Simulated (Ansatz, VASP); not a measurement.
## One calculation of Ga4RuPt, two programs

The input INCAR:

```
  PREC = Accurate
  ENCUT = 520
  EDIFF = 1E-6
  ISMEAR = 0
  SIGMA = 0.1
  LREAL = F
  LASPH = T
  NELM = 150
  ALGO = Normal
  ISIF = 2
  LWAVE = F
  LCHARG = F
  ISPIN = 2
  MAGMOM = 0 0 0 0 1 0
  LORBIT = 11
  LMAXMIX = 4
  GGA = PE
  NBANDS = 51
```

File KPOINTS:

```
regular mesh
0
Gamma
  4 4 4
```

Contents of POSCAR:

```
Ga4RuPt
1.0
    0.0000000000      3.5941598978      3.5941598978
    3.5941598978      0.0000000000      3.5941598978
    3.5941598978      3.5941598978      0.0000000000
Ga Ru Pt
4 1 1
Direct
    0.6250847173      0.6250847173      0.1247458480
    0.6250847173      0.1247458480      0.6250847173
    0.1247458480      0.6250847173      0.6250847173
    0.6250847173      0.6250847173      0.6250847173
    0.0000000000      0.0000000000      0.0000000000
    0.2500000000      0.2500000000      0.2500000000
```

Input for Ansatz:

```yaml
crystal:
  lattice:
    - [0.0, 3.5941598978, 3.5941598978]
    - [3.5941598978, 0.0, 3.5941598978]
    - [3.5941598978, 3.5941598978, 0.0]
  atoms:
    - { symbol: Ga, position: [0.6250847173, 0.6250847173, 0.124745848] }
    - { symbol: Ga, position: [0.6250847173, 0.124745848, 0.6250847173] }
    - { symbol: Ga, position: [0.124745848, 0.6250847173, 0.6250847173] }
    - { symbol: Ga, position: [0.6250847173, 0.6250847173, 0.6250847173] }
    - { symbol: Ru, position: [0.0, 0.0, 0.0], spin: 1.0 }
    - { symbol: Pt, position: [0.25, 0.25, 0.25] }
basis:
  ecutwfc: 420
kpoints:
  mp_grid: { grid: [4, 4, 4] }
hamiltonian:
  xc: pbe
scf:
  occupations: { method: gaussian, width: 0.1 }
  lower_state_search: "off"
output:
  forces: true
  stress: true
  eigenvalues: true
  populations: true
magnetization:
  spin_polarized: true
```

Change from the starting cell: species swapped into the LuCdNi4 type (F-43m, No. 216).

Alike in both runs: task single point; functional PBE; k mesh 4 × 4 × 4; occupations gaussian, width 0.1 eV; collinear spin.

|  | VASP | Ansatz |
| --- | --- | --- |
| version | VASP 6.6.1 | Ansatz 0.2.0 |
| potentials or method | VASP PAW PBE potentials, release 64 (Ga_d, Ru_pv, Pt), cutoff 520 eV | scalar-relativistic, plane waves, PAW |
| valence electrons in the cell | 76 | 86 |

```tsv
	VASP	Ansatz	Ansatz less VASP
gap on the k mesh at the Fermi level (eV)	none	none	-
pressure (GPa)	0.1	-0.1	-0.19
net moment per atom (μB)	0.00	0.00	0.000
```

A gap of «none» marks a metal or a gap that the smearing closes. VASP's potentials hold 76 valence electrons a cell and Ansatz's 86, so a difference there can come from the potentials and not from the codes. Ansatz's warnings: seeded moment not kept.

The k mesh is coarse, so the values compare programs but aren't converged. Spin-orbit coupling is off throughout.
